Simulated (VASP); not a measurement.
Write the native input for VASP 6.6.1 that does the following.

```yaml
Task: single point
Functional: PBEsol
Potentials_or_basis: VASP PAW PBE potentials, release 64 (Ga_d, P)
Cutoff: 520 eV
k_mesh: 10 × 10 × 10
Occupations: gaussian, width 0.05 eV
Spin: no spin polarisation
Dipole_correction: no
Further_INCAR_settings: ALGO = Normal; EDIFF = 1e-07; NBANDS = 16
```

The structure of GaP lies in POSCAR:

```
GaP
1.0
    0.0000000000      2.7407766802      2.8150951933
    2.8150951933      0.0000000000      2.8150951933
    2.8150951933      2.7407766802      0.0000000000
Ga P
1 1
Direct
    0.0000000000      0.0000000000      0.0000000000
    0.7500000000      0.7500000000      0.7500000000
```

This cell differs from its parent crystal: volume 21.720 Å^3 an atom, c/a of the conventional cell 0.9736.

These files were run (other wordings do the same):

INCAR

```
ALGO = Normal
EDIFF = 1E-7
ENCUT = 520
GGA = PS
ISIF = 2
ISMEAR = 0
LASPH = T
LCHARG = F
LREAL = F
LWAVE = F
NBANDS = 16
NELM = 100
PREC = Accurate
SIGMA = 0.05
```

KPOINTS

```
k-points
0
Gamma
  10 10 10
```

Potentials or basis: VASP PAW PBE potentials, release 64 (Ga_d, P).

Launch:

```console
$ cat potpaw_PBE.64/Ga_d/POTCAR potpaw_PBE.64/P/POTCAR > POTCAR
$ mpirun -np 1 vasp_std > vasp.out
```

Results of the run:

The pressure is -5.5 GPa and the band gap on the k mesh is 1.09 eV, direct.

Caveat: the PAW data sets were made with another functional, which shifts forces and pressure a little.

It took 85 s on 1 thread of Intel(R) Xeon(R) Platinum 8259CL CPU @ 2.50GHz (Skylake/Cascade Lake), with other jobs on the host, peak memory 0.21 GiB.
